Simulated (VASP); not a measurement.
# Se (P6_3/mmc) in VASP: further runs

The runs below take Se through single point, with revPBE.

Everything below comes from runs of VASP 6.6.1. Logs are shortened: lines on timing, memory, paths and dates and some standing lists are left out, and cuts for length are marked.

## 1. The cell of the first run

The structure is hexagonal, space group P6_3/mmc (No. 194). The conventional cell has a = 3.851 Å, b = 3.851 Å, c = 7.257 Å, α = 90.00°, β = 90.00°, γ = 120.00°. Within 3.8 Å of Se (site symmetry -3m) lie 8 Se at 2.87 to 3.63 Å. Se (site symmetry -6m2) has 6 Se at 2.87 Å within 3.8 Å.

## 2. Single point, revPBE

INCAR reads:

```
PREC     = Accurate       # precision mode
ENCUT    = 520            # plane-wave cutoff, eV
EDIFF    = 1E-7           # SCF threshold, eV
ISMEAR   = -1             # smearing method
SIGMA    = 0.1            # smearing width, eV
LREAL    = False          # projectors in reciprocal space
LASPH    = True           # aspherical terms in the spheres
NELM     = 100            # most SCF steps
ALGO     = Normal         # electronic algorithm
ISIF     = 2              # what is computed and relaxed
LWAVE    = False          # write WAVECAR
LCHARG   = True           # write CHGCAR
GGA      = RE             # functional
LELF     = True           # ELF
LVHAR    = True         
NBANDS   = 20             # bands
```

KPOINTS reads:

```
Automatic mesh
0
Gamma
  11 11 5
```

POSCAR reads:

```
Se
1.0
    3.8505116607      0.0000000000      0.0000000000
   -1.9252558304      3.3346409157      0.0000000000
    0.0000000000      0.0000000000      7.2573326836
Se
4
Direct
    0.0000000000      0.0000000000      1.0000000000
    1.0000000000      1.0000000000      0.5000000000
    0.3333333333      0.6666666667      0.2500000000
    0.6666666667      0.3333333333      0.7500000000
```

Potentials or basis: VASP PAW PBE potentials, release 64 (Se).

The run is started by

```console
$ cat potpaw_PBE.64/Se/POTCAR > POTCAR
$ mpirun -np 1 vasp_std > vasp.out
```

OUTCAR:

```text
PREC = Accurate
   ENCUT = 520
   EDIFF = 1E-7
   ISMEAR = -1
   LREAL = False
   LASPH = True
   NELM = 100
   ISIF = 2
   GGA = RE

 ion  position               nearest neighbor table
   1  0.000  0.000  0.000-
   2  0.000  0.000  0.500-
   3  0.333  0.667  0.250-
   4  0.667  0.333  0.750-

  LATTYP: Found a hexagonal cell.
 ALAT       =     3.8505116607
 C/A-ratio  =     1.8847709923

  Lattice vectors:

 A1 = (   3.8505116607,   0.0000000000,   0.0000000000)
 A2 = (  -1.9252558304,   3.3346409157,   0.0000000000)
 A3 = (   0.0000000000,   0.0000000000,   7.2573326836)

Analysis of symmetry for initial positions (statically):
=====================================================================
 Subroutine PRICEL returns:
 Original cell was already a primitive cell.

 Routine SETGRP: Setting up the symmetry group for a
 hexagonal supercell.

 Subroutine GETGRP returns: Found 24 space group operations
 (whereof 12 operations were pure point group operations)
 out of a pool of 24 trial point group operations.

The static configuration has the point symmetry D_3d.
 The point group associated with its full space group is D_6h.

Analysis of symmetry for dynamics (positions and initial velocities):
=====================================================================
 Subroutine PRICEL returns:
 Original cell was already a primitive cell.

 Routine SETGRP: Setting up the symmetry group for a
 hexagonal supercell.

 Subroutine GETGRP returns: Found 24 space group operations
 (whereof 12 operations were pure point group operations)
 out of a pool of 24 trial point group operations.

The dynamic configuration has the point symmetry D_3d.
 The point group associated with its full space group is D_6h.

 Subroutine INISYM returns: Found 24 space group operations
 (whereof 12 operations are pure point group operations),
 and found     1 'primitive' translations

----------------------------------------------------------------------------------------

                                     Primitive cell

  volume of cell :      93.1847

  direct lattice vectors                    reciprocal lattice vectors
     3.850511661  0.000000000  0.000000000     0.259705745  0.149941182  0.000000000
    -1.925255830  3.334640916  0.000000000     0.000000000  0.299882364  0.000000000
     0.000000000  0.000000000  7.257332684     0.000000000  0.000000000  0.137791671

  length of vectors
     3.850511661  3.850511661  7.257332684     0.299882364  0.299882364  0.137791671

  position of ions in fractional coordinates (direct lattice)
     0.000000000  0.000000000  0.000000000
     0.000000000  0.000000000  0.500000000
     0.333333333  0.666666667  0.250000000
     0.666666667  0.333333333  0.750000000

  ion indices of the primitive-cell ions
   primitive index   ion index
                 1           1
                 2           2
                 3           3
                 4           4

----------------------------------------------------------------------------------------

 KPOINTS: Automatic mesh

Automatic generation of k-mesh.
 Grid dimensions read from file:
 generate k-points for:   11   11    5

 Generating k-lattice:

  Cartesian coordinates                     Fractional coordinates (reciprocal lattice)
     0.023609613  0.013631017  0.000000000     0.090909091 -0.000000000  0.000000000
     0.000000000  0.027262033  0.000000000     0.000000000  0.090909091  0.000000000
     0.000000000  0.000000000  0.027558334     0.000000000  0.000000000  0.200000000

  Length of vectors
     0.027262033  0.027262033  0.027558334

  Shift w.r.t. Gamma in fractional coordinates (k-lattice)
     0.000000000  0.000000000  0.000000000

 Subroutine IBZKPT returns following result:
 ===========================================

 Found     48 irreducible k-points:

 Following reciprocal coordinates:
            Coordinates               Weight
  0.000000  0.000000  0.000000      1.000000
  0.090909  0.000000  0.000000      6.000000
  0.181818 -0.000000  0.000000      6.000000
  0.272727  0.000000  0.000000      6.000000
  0.363636 -0.000000  0.000000      6.000000
  0.454545  0.000000  0.000000      6.000000
[... 16 lines left out ...]
  0.090909  0.090909  0.200000     12.000000
  0.181818  0.090909  0.200000     24.000000
 [... further k-points ...]
   k-points           NKPTS =     48   k-points in BZ     NKDIM =     48   number of bands    NBANDS=     20
   number of dos      NEDOS =    301   number of ions     NIONS =      4
   total plane-waves  NPLWV =  48600
   dimension x,y,z NGX =    30 NGY =   30 NGZ =   54
   dimension x,y,z NGXF=    60 NGYF=   60 NGZF=  108
   ions per type =               4
   NGX,Y,Z   is equivalent  to a cutoff of  12.95, 12.95, 12.37 a.u.
   NGXF,Y,Z  is equivalent  to a cutoff of  25.91, 25.91, 24.74 a.u.
 SYSTEM =  unknown system
   PREC   = accura    normal or accurate (medium, high low for compatibility)
   ISTART =      0    job   : 0-new  1-cont  2-samecut
   ICHARG =      2    charge: 1-file 2-atom 10-const
   ISPIN  =      1    spin polarized calculation?
   LNONCOLLINEAR =      F non collinear calculations
   LSORBIT =      F    spin-orbit coupling
   LASPH  =      T    aspherical Exc in radial PAW
   ENCUT  =  520.0 eV  38.22 Ry    6.18 a.u.   7.16  7.16 13.49*2*pi/ulx,y,z
   NELM   =    100;   NELMIN=  2; NELMDL= -5     # of ELM steps
   EDIFF  = 0.1E-06   stopping-criterion for ELM
   LREAL  =      F    real-space projection
   EDIFFG = 0.1E-05   stopping-criterion for IOM
   NSW    =      0    number of steps for IOM
   IBRION =     -1    ionic relax: 0-MD 1-quasi-New 2-CG
   NFREE  =      0    steps in history (QN), initial steepest desc. (CG)
   ISIF   =      2    stress and relaxation
   ISYM   =      2    0-nonsym 1-usesym 2-fastsym
   POTIM  = 0.5000    time-step for ionic-motion
   TEBEG  =    0.0;   TEEND  =   0.0 temperature during run
   PSTRESS=    0.0 pullay stress
   NELECT =      24.0000    total number of electrons
   NUPDOWN=      -1.0000    fix difference up-down
   EMIN   =  10.00;   EMAX   =-10.00  energy-range for DOS
   EFERMI =   0.00;   METHOD = LEGACY
   ISMEAR =    -1;   SIGMA  =   0.10  broadening in eV -4-tet -1-fermi 0-gaus
   EFERMI_NEDOS =   21; number of points for ismear=-14 and -15
   IALGO  =     38    algorithm
   IMIX   =      4    mixing-type and parameters
     AMIX     =   0.40;   BMIX     =  1.00
     AMIX_MAG =   1.60;   BMIX_MAG =  1.00
  volume/ion in A,a.u.               =      23.30       157.21
  Fermi-wavevector in a.u.,A,eV,Ry     =   1.041591  1.968321 14.761111  1.084911
  Thomas-Fermi vector in A             =   2.176218
   LORBIT       =      0    0 simple, 1 ext, 2 COOP (PROOUT), +10 PAW based schemes
   GGA     = RE    functional components
   LHFCALC =     F    Hartree Fock is set to
   AEXX    =    0.0000 exact exchange contribution
   IVDW    =     0    specifies the selected vdW correction
   LEPSILON=     F    determine dielectric tensor
   LRPA    =     F    only Hartree local field effects (RPA)
 non-spin polarized calculation
  energy-cutoff  :      520.00
  volume of cell :       93.18
 maximum number of plane-waves:      2543
 NGX is ok and might be reduce to    30
   NGX = 15   NGY = 15   NGZ = 27

 number of electron      23.9999995 magnetization

 Free energy of the ion-electron system (eV)
  ---------------------------------------------------
  ext. energy  EPLUGINS =         0.00000000
  ---------------------------------------------------
  free energy    TOTEN  =       -11.50242331 eV

  energy without entropy =      -11.42163678  energy(sigma->0) =      -11.46203004

 E-fermi :   4.4281     XC(G=0):  -9.7119

 val. band max:        4.4212635431   @ k =   0.3636  -0.0000   0.2000
 cond. band min:       4.4284019327   @ k =   0.0909   0.0000   0.0000
 fundamental gap:      0.0071383895
 Fermi energy:         4.4280851679

 k-point     1 :       0.0000    0.0000    0.0000
  band No.  band energies     occupation
      1     -11.3557      2.00000
      2      -9.2546      2.00000
      3      -9.1328      2.00000
      4      -5.7007      2.00000
      5       0.3887      2.00000
      6       1.5895      2.00000
[... 12 lines left out ...]
     19      11.3388      0.00000
     20      11.8211      0.00000

 k-point     2 :       0.0909    0.0000    0.0000
  band No.  band energies     occupation
      1     -11.2759      2.00000
      2      -9.2059      2.00000
      3      -9.0800      2.00000
      4      -5.8324      2.00000
      5       0.4576      2.00000
      6       1.2827      2.00000
[... 12 lines left out ...]
     19      11.6008      0.00000
     20      12.0906      0.00000

 k-point     3 :       0.1818   -0.0000    0.0000
  band No.  band energies     occupation
      1     -11.0406      2.00000
      2      -9.0720      2.00000
      3      -8.9316      2.00000
      4      -6.2065      2.00000
      5       0.2234      2.00000
      6       0.5676      2.00000
[... 12 lines left out ...]
     19      12.3399      0.00000
     20      12.4286      0.00000

 k-point     4 :       0.2727    0.0000    0.0000
  band No.  band energies     occupation
      1     -10.6634      2.00000
      2      -8.8945      2.00000
      3      -8.7195      2.00000
      4      -6.7537      2.00000
      5      -0.7759      2.00000
      6      -0.1941      2.00000
[... 12 lines left out ...]
     19      11.9213      0.00000
     20      13.0329      0.00000

 k-point     5 :       0.3636   -0.0000    0.0000
  band No.  band energies     occupation
      1     -10.1786      2.00000
      2      -8.7680      2.00000
      3      -8.5021      2.00000
      4      -7.3381      2.00000
      5      -1.5316      2.00000
      6      -0.9640      2.00000
[... 12 lines left out ...]
     19      12.8104      0.00000
     20      13.4802      0.00000

 k-point     6 :       0.4545    0.0000    0.0000
  band No.  band energies     occupation
      1      -9.6973      2.00000
      2      -8.8443      2.00000
      3      -8.3598      2.00000
      4      -7.7146      2.00000
      5      -1.9454      2.00000
      6      -1.3937      2.00000
[... 12 lines left out ...]
     19      13.7966      0.00000
     20      14.3001      0.00000

 k-point     7 :       0.0909    0.0909    0.0000
  band No.  band energies     occupation
      1     -11.1183      2.00000
      2      -9.1144      2.00000
      3      -8.9793      2.00000
      4      -6.0853      2.00000
      5       0.4890      2.00000
      6       0.5838      2.00000
[... 12 lines left out ...]
     19      12.0471      0.00000
     20      12.4583      0.00000
[... 277 lines left out ...]
 k-point    20 :       0.2727    0.0000    0.2000
  band No.  band energies     occupation
      1     -10.5809      2.00000
      2      -9.4243      2.00000
      3      -8.1597      2.00000
      4      -6.8425      2.00000
      5      -0.8912      2.00000
      6       0.1032      2.00000
[... 12 lines left out ...]
     19      11.6500      0.00000
     20      13.1204      0.00000

 k-point    21 :       0.3636   -0.0000    0.2000
  band No.  band energies     occupation
      1     -10.1051      2.00000
      2      -9.1281      2.00000
      3      -8.1630      2.00000
      4      -7.3844      2.00000
      5      -1.4897      2.00000
      6      -0.6904      2.00000
[... 12 lines left out ...]
     19      13.0056      0.00000
     20      13.8663      0.00000

 k-point    22 :       0.4545    0.0000    0.2000
  band No.  band energies     occupation
      1      -9.6388      2.00000
      2      -8.9792      2.00000
      3      -8.2588      2.00000
      4      -7.7643      2.00000
      5      -1.7442      2.00000
      6      -1.2030      2.00000
[... 12 lines left out ...]
     19      13.7690      0.00000
     20      14.5172      0.00000

 k-point    23 :       0.0909    0.0909    0.2000
  band No.  band energies     occupation
      1     -11.0297      2.00000
      2      -9.7567      2.00000
      3      -8.2554      2.00000
      4      -6.2604      2.00000
      5       0.3050      2.00000
      6       0.3565      2.00000
[... 12 lines left out ...]
     19      12.0420      0.00000
     20      12.4861      0.00000

 k-point    24 :       0.1818    0.0909    0.2000
  band No.  band energies     occupation
      1     -10.7265      2.00000
      2      -9.5273      2.00000
      3      -8.1794      2.00000
      4      -6.6579      2.00000
      5      -0.5200      2.00000
      6       0.2408      2.00000
[... 12 lines left out ...]
     19      11.6794      0.00000
     20      12.9480      0.00000

 [... further k-points ...]
[... 5 lines left out ...]
  --------------------------------------------------------------------------------------
  -------------------------------------------------------------------------------------
  Total       -0.2284420     -0.2284420      0.4097966      0.0000000      0.0000000      0.0000000
  in kB       -3.9277335     -3.9277335      7.0458667      0.0000000      0.0000000      0.0000000
  external PRESSURE =      -0.2698668 kB  Pullay stress =       0.0000000 kB

 VOLUME and BASIS-vectors are now :
 -----------------------------------------------------------------------------
  energy-cutoff  :      520.00
  volume of cell :       93.18
      direct lattice vectors                 reciprocal lattice vectors
     3.850511661  0.000000000  0.000000000     0.259705745  0.149941182  0.000000000
    -1.925255830  3.334640916  0.000000000     0.000000000  0.299882364  0.000000000
     0.000000000  0.000000000  7.257332684     0.000000000  0.000000000  0.137791671

 POSITION                                       TOTAL-FORCE (eV/Angst)
 -----------------------------------------------------------------------------------
      0.00000      0.00000      0.00000        -0.000000     -0.000000     -0.000000
      0.00000      0.00000      3.62867         0.000000     -0.000000     -0.000000
     -0.00000      2.22309      1.81433         0.000000     -0.000000      0.000000
      1.92526      1.11155      5.44300        -0.000000      0.000000      0.000000
 -----------------------------------------------------------------------------------
    total drift:                               -0.000000      0.000000     -0.000000

  FREE ENERGIE OF THE ION-ELECTRON SYSTEM (eV)
  ---------------------------------------------------
  free  energy   TOTEN  =       -11.5024233128 eV

  energy  without entropy=      -11.4216367759  energy(sigma->0) =      -11.46203004
```

Wall time 85 s (1 thread of Intel Xeon Platinum 8488C (Sapphire Rapids), shared host); peak memory 0.23 GiB.

What came out:

```
Free energy            : -11.5024 eV
Pressure               : 0.0 GPa
Band gap on the k mesh : zero (band 12 reaches 4.86 eV, above the bottom of band 13 at 3.12 eV)
```

Caveat: the PAW data sets were made with another functional, which shifts forces and pressure a little.

[end of part 1 of 2]
